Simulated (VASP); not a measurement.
Set up this calculation in VASP 6.6.1, as the native input.

| Quantity | Value |
| --- | --- |
| Task | relaxation of cell and atoms |
| Functional | PBE |
| Potentials or basis | VASP PAW PBE potentials, release 64 (Rb_sv, Cd) |
| Cutoff | 600 eV |
| k mesh | 12 × 12 × 12 |
| Occupations | gaussian, width 0.1 eV |
| Spin | no spin polarisation |
| Dipole correction | no |
| Further INCAR settings | ALGO = Fast; EDIFF = 1e-07; IBRION = 2; EDIFFG = -0.01; NSW = 100; ISIF = 3 |

The structure of RbCd lies in POSCAR:

```
RbCd
1.0
    4.5577320833      0.0000000000      0.0000000000
    0.0000000000      4.5577320833      0.0000000000
    0.0000000000      0.0000000000      4.5577320833
Rb Cd
1 1
Direct
    0.0000000000      0.0000000000      0.0000000000
    0.5000000000      0.5000000000      0.5000000000
```

The input as run:

INCAR

```
  ALGO = Fast
  EDIFF = 1E-7
  EDIFFG = -0.01
  ENCUT = 600
  GGA = PE
  IBRION = 2
  ISIF = 3
  ISMEAR = 0
  LASPH = T
  LCHARG = F
  LREAL = F
  LWAVE = F
  NELM = 100
  NSW = 100
  PREC = Accurate
  SIGMA = 0.1
```

KPOINTS

```
k-points
0
Gamma
  12 12 12
```

Potentials or basis: VASP PAW PBE potentials, release 64 (Rb_sv, Cd).

Command:

```bash
$ cat potpaw_PBE.64/Rb_sv/POTCAR potpaw_PBE.64/Cd/POTCAR > POTCAR
$ mpirun -np 1 vasp_std > vasp.out
```

Results of the run:

```
Pressure after relaxing : 0.0 GPa
Band gap on the k mesh  : zero (an odd number of electrons rules out a gap without spin polarisation)
```

Caveat: the relaxation stopped at its first step, so nothing moved.

Run time: 4 min on 1 thread of Oxide Virtual Turin-like Processor, with other jobs on the host, peak memory 0.28 GiB.
